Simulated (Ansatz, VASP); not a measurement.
## SnO in VASP and in Ansatz

INCAR

```
ALGO = Normal
EDIFF = 1E-6
ENCUT = 1340
GGA = PS
GGA_COMPAT = F
ISIF = 2
ISMEAR = 0
LASPH = T
LCHARG = F
LREAL = F
LWAVE = F
NBANDS = 28
NELM = 120
PREC = Accurate
SIGMA = 0.01
```

Contents of KPOINTS:

```
k-points
0
Gamma
  4 4 4
```

Contents of POSCAR:

```
SnO
1.0
    3.3550000000      0.0000000000      0.0000000000
    0.0000000000      5.6741000000      0.0000000000
    0.0000000000      0.0000000000      4.2219700000
Sn O
2 2
Direct
    0.0000000000      0.2319100000      0.5131400000
    0.5000000000      0.7680900000      0.0131400000
    0.0000000000      0.8912500000      0.7368600000
    0.5000000000      0.1087500000      0.2368600000
```

Input for Ansatz:

```yaml
crystal:
  lattice:
    bravais: orthorhombic
    a: 3.355
    b: 5.6741
    c: 4.22197
  space_group: 31
  setting:
    hermann_mauguin: Pmn21
  atoms:
    - { symbol: Sn, position: [0.0, 0.23191, 0.51314] }
    - { symbol: O, position: [0.0, 0.89125, 0.73686] }
kpoints:
  mp_grid:
    grid: [4, 4, 4]
hamiltonian:
  xc: pbesol
scf:
  convergence:
    dr2_threshold: 1.0e-10
  occupations:
    method: fixed
output:
  forces: true
  stress: true
```

Alike in both runs: task single point; functional PBEsol; k mesh 4 × 4 × 4; no spin polarisation.

|  | VASP | Ansatz |
| --- | --- | --- |
| version | VASP 6.6.1 | Ansatz 0.2.0 |
| potentials or method | VASP PAW PBE potentials, release 64 (Sn_d, O_h) | plane waves, PAW |
| plane-wave cutoff (eV) | 1340 | 420 |
| occupations | gaussian, width 0.01 eV | fixed |
| valence electrons in the cell | 40 | 40 |

```csv
,VASP,Ansatz,Ansatz less VASP
pressure (GPa),-3.0,-3.2,-0.16
"traceless stress, the component that is largest in VASP (GPa)",-0.58,-0.60,-0.019
rms of the force components (eV/Å),0.156,0.184,+0.0282
```

VASP's potentials were made for PBE, not for PBEsol. Atom by atom the forces differ by 0.030 eV/Å (rms over components).

The k mesh is coarse, so the values compare programs but aren't converged.
